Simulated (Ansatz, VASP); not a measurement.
Two plane-wave programs on Si

INCAR

```
AGGAC = 1.0
AGGAX = 1.0
ALDAC = 0.0
ALDAX = 1.0
ALGO = Normal
EDIFF = 1E-6
ENCUT = 520
GGA = B5
ISIF = 2
ISMEAR = -1
LASPH = True
LCHARG = False
LREAL = False
LWAVE = False
NBANDS = 11
NELM = 60
PREC = Accurate
SIGMA = 0.05
```

KPOINTS

```
k-points
0
Gamma
  8 8 8
```

File POSCAR:

```
Si
1.0
    0.0000000000      2.7752343705      2.7752343705
    2.7752343705      0.0000000000      2.7752343705
    2.7752343705      2.7752343705      0.0000000000
Si
2
Direct
    0.5000000000      0.5000000000      0.5000000000
    0.7500000000      0.7500000000      0.7500000000
```

The input input.yaml:

```yaml
crystal:
  lattice:
    - [0.0, 2.7752343705, 2.7752343705]
    - [2.7752343705, 0.0, 2.7752343705]
    - [2.7752343705, 2.7752343705, 0.0]
  atoms:
    - { symbol: Si, position: [0.5, 0.5, 0.5] }
    - { symbol: Si, position: [0.75, 0.75, 0.75] }
hamiltonian:
  xc: blyp
  pseudopotentials: { kind: paw }
kpoints:
  mp_grid: { grid: [8, 8, 8] }
scf:
  occupations: { method: fermi_dirac, width: 0.05 }
output:
  forces: true
  stress: true
  eigenvalues: true
```

Alike in both runs: task single point; functional BLYP; k mesh 8 × 8 × 8; occupations fermi-dirac, width 0.05 eV; no spin polarisation.

|  | VASP | Ansatz |
| --- | --- | --- |
| version | VASP 6.6.1 | Ansatz 0.2.0 |
| potentials or method | VASP PAW PBE potentials, release 64 (Si) | Ansatz PAW |
| plane-wave cutoff (eV) | 520 | 420 |
| valence electrons in the cell | 8 | 8 |

VASP gave:

```
gap on the k mesh at the Fermi level (eV) : 0.93
least direct gap on the mesh (eV)         : 2.51
pressure (GPa)                            : -0.6
```

Question: Which values does Ansatz return?

Answer: gap on the k mesh at the Fermi level (eV): 0.92; least direct gap on the mesh (eV): 2.49; pressure (GPa): -0.7.

VASP's potentials were made for PBE, not for BLYP.
